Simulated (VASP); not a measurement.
**TiO2: single point with PBE**

The system is TiO2.

```
Ti O
1.0
     3.39215    0.00000    0.00000
     0.00000    3.39215    0.00000
     0.00000    0.00000    5.31095
Ti O
2 4
Direct
  0.50000 0.50000 0.50000
  0.00000 0.00000 0.00000
  0.00000 0.50000 0.65798
  0.50000 0.00000 0.84202
  0.50000 0.00000 0.34202
  0.00000 0.50000 0.15798
```

| Quantity | Value |
| --- | --- |
| Program | VASP 6.6.1 |
| Task | single point |
| Functional | PBE |
| Potentials or basis | VASP PAW PBE potentials, release 64 (Ti_sv, O) |
| Cutoff | 520 eV |
| k mesh | 6 × 6 × 4 |
| Occupations | gaussian, width 0.1 eV |
| Spin | no spin polarisation |
| Dipole correction | no |
| Further INCAR settings | ALGO = Normal; EDIFF = 1e-06; NBANDS = 33 |

| Item | Value |
| --- | --- |
| Pressure | 0.7 GPa |
| Largest force | 0.057 eV/Å |
| Band gap on the k mesh | 2.52 eV (least direct gap 2.54 eV) |

Forces on the atoms (eV/Å):
```
Ti   0.000  0.000  0.000
Ti   0.000  0.000  0.000
O    0.000  0.000  0.057
O    0.000  0.000 -0.057
O    0.000  0.000 -0.057
O    0.000  0.000  0.057
```

Stress tensor (GPa, compression positive):
```
0.65 0.00 0.00
0.00 0.65 0.00
0.00 0.00 0.83
```

Levels at points of the mesh, in eV from the valence-band top:
```tsv
k point	band 20	band 21	band 22	band 23	band 24	band 25	band 26	band 27	band 28	band 29
(0.00, 0.00, 0.00)	-2.16	-2.08	-0.46	-0.02	-0.02	2.52	2.90	3.37	4.68	5.16
(0.50, 0.00, 0.00)	-2.11	-1.25	-1.25	-0.37	-0.37	2.89	2.89	3.78	3.78	3.84
(0.50, 0.50, 0.00)	-1.64	-1.01	-1.01	-0.54	-0.54	2.73	2.73	3.29	3.29	3.79
(0.00, 0.00, 0.50)	-2.43	-1.57	-1.57	0.00	0.00	2.71	2.71	3.88	3.88	5.38
(0.50, 0.00, 0.50)	-1.81	-1.78	-1.78	-0.59	-0.59	2.77	2.77	3.50	3.50	3.79
(0.50, 0.50, 0.50)	-1.95	-1.95	-1.95	-0.38	-0.38	3.08	3.08	3.62	3.62	3.62
```

It took 110 s on 1 thread of Intel Xeon 8259CL, with other jobs on the host, peak memory 0.2 GiB.

A k mesh can miss the band edges.
